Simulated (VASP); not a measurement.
Sb:

```
Sb
1.0
     3.16000    0.00000    0.00000
     0.00000    3.16000    0.00000
     0.00000    0.00000    3.16000
Sb
1
Cartesian
  0.0000 0.0000 0.0000
```

* Program: VASP 6.6.1
* Task: relaxation of cell and atoms
* Functional: PBEsol
* Potentials or basis: VASP PAW PBE potentials, release 64 (Sb)
* Cutoff: 600 eV
* k mesh: 14 × 14 × 14
* Occupations: gaussian, width 0.1 eV
* Spin: no spin polarisation

At the start: pressure -4.7 GPa; volume 31.55 Å³/atom.

**Question.** Where does the relaxation end?

**Answer.** Over 3 steps the energy falls by 44.5 meV/atom and the volume is 28.75 Å³/atom (-8.9 %); space group Pm-3m (No. 221, to 0.05 Å).

Step by step:
```csv
step,energy change (eV),largest force (eV/Å),pressure (GPa),volume (Å³)
1,0.0000,0.0000,-4.68,31.55
2,-0.0338,0.0000,2.94,27.53
3,-0.0445,0.0000,-0.01,28.75
```

Final structure:
```cif
data_structure
_symmetry_space_group_name_H-M 'P 1'
_symmetry_Int_Tables_number 1
_cell_length_a 3.0635
_cell_length_b 3.0635
_cell_length_c 3.0635
_cell_angle_alpha 90.000
_cell_angle_beta 90.000
_cell_angle_gamma 90.000
_cell_volume 28.75
loop_
_atom_site_label
_atom_site_type_symbol
_atom_site_fract_x
_atom_site_fract_y
_atom_site_fract_z
_atom_site_occupancy
Sb1 Sb 0.00000 0.00000 0.00000 1
```

Caveat: the PAW data sets were made with another functional, which shifts forces and pressure a little.
